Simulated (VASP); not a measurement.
# Fe: single point with PBE

Crystal: Fe.

```
Fe
1.0
     2.46155    0.00000    0.00000
    -1.23078    2.13177    0.00000
     0.00000    0.00000    3.89258
Fe
2
Cartesian
  0.0000 1.4212 0.9731
  1.2308 0.7106 2.9194
```

This isn't the form of Fe at room conditions, which is bcc.

```
Program                : VASP 6.6.1
Task                   : single point
Functional             : PBE
Potentials or basis    : VASP PAW PBE potentials, release 64 (Fe)
Cutoff                 : 520 eV
k mesh                 : 24 × 24 × 13
Occupations            : fermi-dirac, width 0.1 eV
Spin                   : no spin polarisation
Dipole correction      : no
Further INCAR settings : ALGO = Normal; EDIFF = 1e-07; NBANDS = 15
```

| Property | Result |
| --- | --- |
| Pressure | -0.7 GPa |
| Band gap on the k mesh | zero (bands 8 and 9 overlap by 1.87 eV) |

Levels at points of the mesh, in eV from the Fermi level:
| k point | band 5 | band 6 | band 7 | band 8 | band 9 | band 10 | band 11 | band 12 |
| --- | --- | --- | --- | --- | --- | --- | --- | --- |
| (0.00, 0.00, 0.00) | -1.51 | -1.18 | -1.18 | -0.84 | -0.84 | 0.54 | 0.71 | 0.71 |
| (0.50, 0.00, 0.00) | -1.94 | -1.51 | -1.06 | 0.82 | 1.04 | 1.07 | 2.68 | 4.82 |

Wall time 56 s on 1 thread of Intel(R) Xeon(R) 6975P-C (Granite Rapids) (shared host), peak memory 0.22 GiB.

Caveat: the run has no spin polarisation, though such a crystal can be magnetic. Spin polarisation is off, so any magnetic state and its effect on volume and gap are missing.
